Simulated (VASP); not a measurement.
Wanted: the native input for a VASP 6.6.1 run.

| Item | Value |
| --- | --- |
| Task | single point |
| Functional | PBEsol |
| Potentials or basis | VASP PAW PBE potentials, release 64 (As) |
| Cutoff | 520 eV |
| k mesh | 9 × 9 × 13 |
| Occupations | fermi-dirac, width 0.1 eV |
| Spin | no spin polarisation |
| Dipole correction | no |
| Further INCAR settings | ALGO = Normal; EDIFF = 1e-06; NBANDS = 14 |

The structure of As lies in POSCAR:

```
As
1.0
    4.7773408999      0.0000000000      0.0000000000
   -2.3886704499      4.1372985818      0.0000000000
    0.0000000000      0.0000000000      2.7820315507
As
3
Direct
    1.0000000000      0.0000000000      0.0000000000
    0.3333333333      0.6666666667      0.5000000000
    0.6666666667      0.3333333333      0.5000000000
```

One way to write it, as run:

INCAR

```
SYSTEM = As
ALGO = Normal
EDIFF = 1E-6
ENCUT = 520
GGA = PS
ISIF = 2
ISMEAR = -1
LASPH = .True.
LCHARG = .True.
LELF = .True.
LREAL = .False.
LVHAR = .True.
LWAVE = .False.
NBANDS = 14
NELM = 60
PREC = Accurate
SIGMA = 0.1
```

KPOINTS

```
k-points
0
Gamma
  9 9 13
  0 0 0
```

Potentials or basis: VASP PAW PBE potentials, release 64 (As).

Command:

```bash
$ cat potpaw_PBE.64/As/POTCAR > POTCAR
$ mpirun -np 1 vasp_std > vasp.out
```

Results of the run:

| Quantity | Value |
| --- | --- |
| Pressure | 0.5 GPa |

Caveat: the PAW data sets were made with another functional, which shifts forces and pressure a little.

Run time: 15 s on 1 thread of Intel(R) Xeon(R) 6975P-C (Granite Rapids), on a shared host, peak memory 0.2 GiB.
